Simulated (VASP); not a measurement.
Wanted: the native input for a VASP 6.6.1 run.

```yaml
Task: single point
Functional: LDA
Potentials_or_basis: VASP PAW LDA potentials, release 64 (Cs_sv, Sr_sv, F)
Cutoff: 520 eV
k_mesh: 6 × 6 × 6
Occupations: gaussian, width 0.05 eV
Spin: no spin polarisation
Dipole_correction: no
Further_INCAR_settings: ALGO = Normal; EDIFF = 1e-07; NBANDS = 28
```

The structure of CsSrF3 lies in POSCAR:

```
CsSrF3
1.0
    4.6203495997      0.0000000000      0.0000000000
    0.0000000000      4.6203495997      0.0000000000
    0.0000000000      0.0000000000      4.6203495997
Cs Sr F
1 1 3
Direct
    0.0000000000      0.0000000000      0.0000000000
    0.5000000000      0.5000000000      0.5000000000
    0.0000000000      0.5000000000      0.5000000000
    0.5000000000      0.0000000000      0.5000000000
    0.5000000000      0.5000000000      0.0000000000
```

This cell differs from its parent crystal: strain -0.030 along x and y, -0.030 along z.

The input as run:

INCAR

```
PREC = Accurate
ENCUT = 520
EDIFF = 1E-7
ISMEAR = 0
SIGMA = 0.05
LREAL = F
LASPH = T
NELM = 60
ALGO = Normal
ISIF = 2
LWAVE = F
LCHARG = F
GGA = CA
NBANDS = 28
```

KPOINTS

```
Automatic mesh
0
Gamma
  6 6 6
```

Potentials or basis: VASP PAW LDA potentials, release 64 (Cs_sv, Sr_sv, F).

Launch:

```sh
$ cat potpaw_LDA.64/Cs_sv/POTCAR potpaw_LDA.64/Sr_sv/POTCAR potpaw_LDA.64/F/POTCAR > POTCAR
$ mpirun -np 1 vasp_std > vasp.out
```

Results of the run:

The pressure is 1.4 GPa. The band gap on the k mesh is 6.35 eV, direct.

Caveat: the cell differs from its parent crystal (strain -0.030 along x and y, -0.030 along z); spin-orbit coupling is left out, which moves the levels of the heavy elements.

It took 29 s on 1 thread of AMD EPYC 9R45 96-Core Processor (Zen 5), with other jobs on the host, peak memory 0.17 GiB.
